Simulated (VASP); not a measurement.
# Si16O (a cell with a defect) in VASP: single point with LDA

Aim: the single point of Si16O (a cell with a defect) with LDA.

Everything below comes from runs of VASP 6.6.1. Logs are shortened: lines on timing, memory, paths and dates and some standing lists are left out, and cuts for length are marked.

## Step 1: The cell of the first run

The cell holds a defect, 17 atoms: a = 7.640 Å, b = 7.640 Å, c = 7.640 Å, α = 60.00°, β = 60.00°, γ = 60.00°.

## Step 2: Single point, LDA

INCAR

```
SYSTEM = Si16O
PREC = Accurate
ENCUT = 520
EDIFF = 1E-6
ISMEAR = 0
SIGMA = 0.02
LREAL = Auto
LASPH = .True.
NELM = 100
ALGO = Normal
ISIF = 2
LWAVE = .False.
LCHARG = .True.
GGA = CA
LELF = .True.
LVHAR = .True.
NBANDS = 49
```

KPOINTS

```
regular mesh
0
Gamma
  3 3 3
  0 0 0
```

POSCAR

```
Si16O
1.0
    0.0000000000      5.4019422730     -5.4019422730
    5.4019422730      5.4019422730      0.0000000000
    5.4019422730      0.0000000000     -5.4019422730
Si O
16 1
Direct
    0.1273416052      0.1255476208      0.1248423189
    0.1141561625      0.6238472812      0.1230729553
    0.6126792610      0.0815604791      0.1328351848
    0.6083019466      0.5990828551      0.1200910649
    0.1403897824      0.1223416443      0.6251576432
    0.1224257807      0.6260183521      0.6268871137
    0.6336870753      0.1291576186      0.6638952841
    0.6274895822      0.6268931301      0.6201109399
    0.2346636517      0.7497935549      0.2525536985
    0.2472246893      0.2502063946      0.2494201959
    0.7413072554      0.7111725387      0.2457240253
    0.7618283003      0.2420371107      0.2935278498
    0.2527131782      0.7479739316      0.7489543197
    0.2608072113      0.2518746834      0.7512086014
    0.7476584895      0.7547394611      0.7481074021
    0.7667127471      0.2548881366      0.7758983322
   -0.3125445284      0.0653521423      0.3094049169
```

Potentials or basis: VASP PAW LDA potentials, release 64 (Si, O).

Command:

```bash
> cat potpaw_LDA.64/Si/POTCAR potpaw_LDA.64/O/POTCAR > POTCAR
> mpirun -np 1 vasp_std > vasp.out
```

OUTCAR:

```text
SYSTEM = Si16O
   PREC = Accurate
   ENCUT = 520
   EDIFF = 1E-6
   ISMEAR = 0
   LREAL = Auto
   LASPH = .True.
   NELM = 100
   ISIF = 2
   GGA = CA

 ion  position               nearest neighbor table
   1  0.127  0.126  0.125-  10 2.30  12 2.31  14 2.33   9 2.35
   2  0.114  0.624  0.123-  10 2.33  13 2.34  11 2.34   9 2.35
   3  0.613  0.082  0.133-  17 1.64  10 2.30  16 2.30  11 2.31  12 2.93
   4  0.608  0.599  0.120-  12 2.30  11 2.31  15 2.34   9 2.34
   5  0.140  0.122  0.625-  13 2.34  16 2.34  14 2.35  10 2.35
   6  0.122  0.626  0.627-  13 2.34  14 2.34   9 2.34  15 2.34
   7  0.634  0.129  0.664-  12 2.31  16 2.31  14 2.34  15 2.36
   8  0.627  0.627  0.620-  13 2.34  16 2.34  15 2.35  11 2.36
   9  0.235  0.750  0.253-   6 2.34   4 2.34   2 2.35   1 2.35
  10  0.247  0.250  0.249-   1 2.30   3 2.30   2 2.33   5 2.35
  11  0.741  0.711  0.246-   3 2.31   4 2.31   2 2.34   8 2.36
  12  0.762  0.242  0.294-  17 1.64   4 2.30   1 2.31   7 2.31   3 2.93
  13  0.253  0.748  0.749-   6 2.34   2 2.34   5 2.34   8 2.34
  14  0.261  0.252  0.751-   1 2.33   6 2.34   7 2.34   5 2.35
  15  0.748  0.755  0.748-   6 2.34   4 2.34   8 2.35   7 2.36
  16  0.767  0.255  0.776-   3 2.30   7 2.31   8 2.34   5 2.34
  17  0.687  0.065  0.309-  12 1.64   3 1.64

  LATTYP: Found a face centered cubic cell.
 ALAT       =    10.8038845460

  Lattice vectors:

 A1 = (   0.0000000000,   5.4019422730,  -5.4019422730)
 A2 = (   5.4019422730,   5.4019422730,   0.0000000000)
 A3 = (   5.4019422730,   0.0000000000,  -5.4019422730)

Analysis of symmetry for initial positions (statically):
=====================================================================
 Subroutine PRICEL returns:
 Original cell was already a primitive cell.

 Routine SETGRP: Setting up the symmetry group for a
 face centered cubic supercell.

 Subroutine GETGRP returns: Found  1 space group operations
 (whereof  1 operations were pure point group operations)
 out of a pool of 48 trial point group operations.

The static configuration has the point symmetry C_1 .

Analysis of symmetry for dynamics (positions and initial velocities):
=====================================================================
 Subroutine PRICEL returns:
 Original cell was already a primitive cell.

 Routine SETGRP: Setting up the symmetry group for a
 face centered cubic supercell.

 Subroutine GETGRP returns: Found  1 space group operations
[... 127 lines left out ...]
   NFREE  =      0    steps in history (QN), initial steepest desc. (CG)
   ISIF   =      2    stress and relaxation
   ISYM   =      2    0-nonsym 1-usesym 2-fastsym
   POTIM  = 0.5000    time-step for ionic-motion
   TEBEG  =    0.0;   TEEND  =   0.0 temperature during run
   PSTRESS=    0.0 pullay stress
   NELECT =      70.0000    total number of electrons
   NUPDOWN=      -1.0000    fix difference up-down
   EMIN   =  10.00;   EMAX   =-10.00  energy-range for DOS
   EFERMI =   0.00;   METHOD = LEGACY
   ISMEAR =     0;   SIGMA  =   0.02  broadening in eV -4-tet -1-fermi 0-gaus
   EFERMI_NEDOS =   21; number of points for ismear=-14 and -15
   IALGO  =     38    algorithm
   IMIX   =      4    mixing-type and parameters
     AMIX     =   0.40;   BMIX     =  1.00
     AMIX_MAG =   1.60;   BMIX_MAG =  1.00
  volume/ion in A,a.u.               =      18.55       125.15
  Fermi-wavevector in a.u.,A,eV,Ry     =   0.991321  1.873325 13.370677  0.982717
  Thomas-Fermi vector in A             =   2.123054
   LORBIT       =      0    0 simple, 1 ext, 2 COOP (PROOUT), +10 PAW based schemes
   GGA     = CA    functional components
   LHFCALC =     F    Hartree Fock is set to
   AEXX    =    0.0000 exact exchange contribution
   IVDW    =     0    specifies the selected vdW correction
   LEPSILON=     F    determine dielectric tensor
   LRPA    =     F    only Hartree local field effects (RPA)
 non-spin polarized calculation
 Gauss-broadening in eV      SIGMA  =   0.02
  energy-cutoff  :      520.00
  volume of cell :      315.27
 maximum number of plane-waves:      8492
 NGX is ok and might be reduce to    60
   NGX = 29   NGY = 29   NGZ = 29

 number of electron      70.0000000 magnetization

 Free energy of the ion-electron system (eV)
  ---------------------------------------------------
  ext. energy  EPLUGINS =         0.00000000
  ---------------------------------------------------
  free energy    TOTEN  =      -103.36751007 eV

  energy without entropy =     -103.36751007  energy(sigma->0) =     -103.36751007

 E-fermi :   6.0869     XC(G=0):  -9.8080

 val. band max:        5.9565856840   @ k =   0.0000   0.0000   0.0000
 cond. band min:       6.3454325978   @ k =   0.0000   0.0000   0.0000
 fundamental gap:      0.3888469138
 Fermi energy:         6.0868824304

 k-point     1 :       0.0000    0.0000    0.0000
  band No.  band energies     occupation
      1     -14.3280      2.00000
      2      -5.8291      2.00000
      3      -4.4868      2.00000
      4      -3.6693      2.00000
      5      -3.6510      2.00000
      6      -3.2913      2.00000
[... 689 lines left out ...]
     46       9.5683      0.00000
     47       9.6267      0.00000
 [bands above 47 left out]

------------------------ aborting loop because EDIFF is reached ----------------------------------------

  FORCE on cell =-STRESS in cart. coord.  units (eV):
  Direction    XX          YY          ZZ          XY          YZ          ZX
  --------------------------------------------------------------------------------------
  -------------------------------------------------------------------------------------
  Total        4.5982058      4.0110759      4.0048517      2.5729694     -3.0640212     -2.5735497
  in kB       23.3678724     20.3841050     20.3524742     13.0757136    -15.5712163    -13.0786626
  external PRESSURE =      21.3681505 kB  Pullay stress =       0.0000000 kB

 VOLUME and BASIS-vectors are now :
 -----------------------------------------------------------------------------
  energy-cutoff  :      520.00
  volume of cell :      315.27
      direct lattice vectors                 reciprocal lattice vectors
     0.000000000  5.401942273 -5.401942273    -0.092559301  0.092559301 -0.092559301
     5.401942273  5.401942273  0.000000000     0.092559301  0.092559301  0.092559301
     5.401942273  0.000000000 -5.401942273     0.092559301 -0.092559301 -0.092559301

 POSITION                                       TOTAL-FORCE (eV/Angst)
 -----------------------------------------------------------------------------------
      1.35259      1.36609     -1.36228        -0.001130      0.005370      0.000154
      4.03482      3.98665     -1.28150        -0.001105     -0.001306      0.001468
      1.15815      3.75024     -4.02723        -0.077721     -0.044369      0.093487
      3.88494      6.52222     -3.93474        -0.002905     -0.002847      0.005181
      4.03795      1.41926     -4.13544         0.001058      0.000002     -0.001175
      6.76812      4.04305     -4.04774        -0.000376     -0.000893     -0.001758
[... 9 lines left out ...]
      5.56825      5.51863     -8.33310        -0.001876      0.006139      0.001216
      2.02442      4.06662     -5.38498         0.009070     -0.054098     -0.052534
 -----------------------------------------------------------------------------------
    total drift:                                0.001079      0.003070      0.005203

  FREE ENERGIE OF THE ION-ELECTRON SYSTEM (eV)
  ---------------------------------------------------
  free  energy   TOTEN  =      -103.3675100698 eV

  energy  without entropy=     -103.3675100698  energy(sigma->0) =     -103.36751007
```

stdout:

```text
POSCAR found type information on POSCAR SiO
 POSCAR found :  2 types and      17 ions
 scaLAPACK will be used
 LDA part: xc-table for (Slater(with rela. corr.)+CA(PZ))
 , standard interpolation
 POSCAR, INCAR and KPOINTS ok, starting setup
 FFT: planning ... GRIDC
 FFT: planning ... GRID_SOFT
 FFT: planning ... GRID
 WAVECAR not read
 entering main loop
```

Run time: 7.1 min. Hardware: 1 thread of Intel Xeon Platinum 8259CL at 2.50GHz (Skylake/Cascade Lake), shared host; peak memory 0.43 GiB.

Results:

| Quantity | Value |
| --- | --- |
| Free energy | -103.3675 eV |
| Pressure | 2.1 GPa |
| Largest force | 0.135 eV/Å |
| Band gap on the k mesh | 0.39 eV |

Forces on the atoms (eV/Å):
```
Si  -0.001  0.005  0.000
Si  -0.001 -0.001  0.001
Si  -0.078 -0.044  0.093
Si  -0.003 -0.003  0.005
Si   0.001  0.000 -0.001
Si   0.000 -0.001 -0.002
Si   0.005 -0.003 -0.004
Si   0.000 -0.001  0.002
Si   0.002  0.000  0.001
Si   0.003 -0.002  0.002
Si  -0.007 -0.007 -0.001
Si   0.073  0.101 -0.050
Si   0.000  0.002  0.001
Si  -0.003  0.001  0.002
Si   0.000  0.001  0.001
Si  -0.002  0.006  0.001
O    0.009 -0.054 -0.053
```
